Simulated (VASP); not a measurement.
Wanted: the native input for a VASP 6.6.1 run.

| Property | Result |
| --- | --- |
| Task | single point |
| Functional | PBE |
| Potentials or basis | VASP PAW PBE potentials, release 64 (Si, C, H) |
| Cutoff | 520 eV |
| k mesh | 1 × 1 × 5 |
| Occupations | gaussian, width 0.05 eV |
| Spin | no spin polarisation |
| Dipole correction | no |
| Further INCAR settings | LREAL = Auto; ALGO = Normal; EDIFF = 1e-07; NBANDS = 54 |

The structure of SiH3C lies in POSCAR:

```
SiH3C
1.0
   14.1000000000      0.0000000000      0.0000000000
    0.0000000000     14.8000000000      0.0000000000
    0.0000000000      0.0000000000      7.7648713672
Si C H
6 6 18
Direct
    0.6067489101      0.5000000000     -0.0109486018
    0.4819041346      0.5000000000      0.3247330369
    0.4187653568      0.3946069622      0.0009199758
    0.5453472248      0.6064532588      0.6617832080
    0.4187653568      0.6053930378      0.0009199758
    0.5453472248      0.3935467412      0.6617832080
    0.5403535488      0.3965271363      0.4191044232
    0.4237277269      0.6207712813      0.7599707822
    0.5403535488      0.6034728637      0.4191044232
    0.4237277269      0.3792287187      0.7599707822
    0.4820848854      0.5000000000      0.0790836263
    0.6027336503      0.5000000000      0.7469724872
    0.6595741025      0.5814434585      0.0527468914
    0.6595741025      0.4185565415      0.0527468914
    0.5043226079      0.3350915899      0.3732536922
    0.6137989354      0.3923826585      0.3708569291
    0.3732582962      0.5743889561      0.6977691692
    0.3984874036      0.6896689981      0.7317242849
    0.3796584736      0.5000000000      0.3797548202
    0.5043226079      0.6649084101      0.3732536922
    0.6137989354      0.6076173415      0.3708569291
    0.3732582962      0.4256110439      0.6977691692
    0.3984874036      0.3103310019      0.7317242849
    0.3177390329      0.3973613842      0.0610963645
    0.4641204394      0.3131904402      0.0807290717
    0.6042074130      0.6858105671      0.7174629803
    0.3177390329      0.6026386158      0.0610963645
    0.4641204394      0.6868095598      0.0807290717
    0.6042074130      0.3141894329      0.7174629803
    0.6768265039      0.5000000000      0.7004234733
```

These files were run (other wordings do the same):

INCAR

```
SYSTEM = SiH3C
ALGO = Normal
EDIFF = 1E-7
ENCUT = 520
GGA = PE
ISIF = 2
ISMEAR = 0
LASPH = .TRUE.
LCHARG = .FALSE.
LREAL = Auto
LWAVE = .FALSE.
NBANDS = 54
NELM = 100
PREC = Accurate
SIGMA = 0.05
```

KPOINTS

```
k-points
0
G
  1 1 5
  0 0 0
```

Potentials or basis: VASP PAW PBE potentials, release 64 (Si, C, H).

Command:

```console
$ cat potpaw_PBE.64/Si/POTCAR potpaw_PBE.64/C/POTCAR potpaw_PBE.64/H/POTCAR > POTCAR
$ mpirun -np 1 vasp_std > vasp.out
```

It gave:

```
Largest force          : 0.032 eV/Å
Band gap on the k mesh : 5.26 eV
```

It took 25 min on 1 thread of Intel Xeon 8259CL (shared host), peak memory 1.4 GiB.
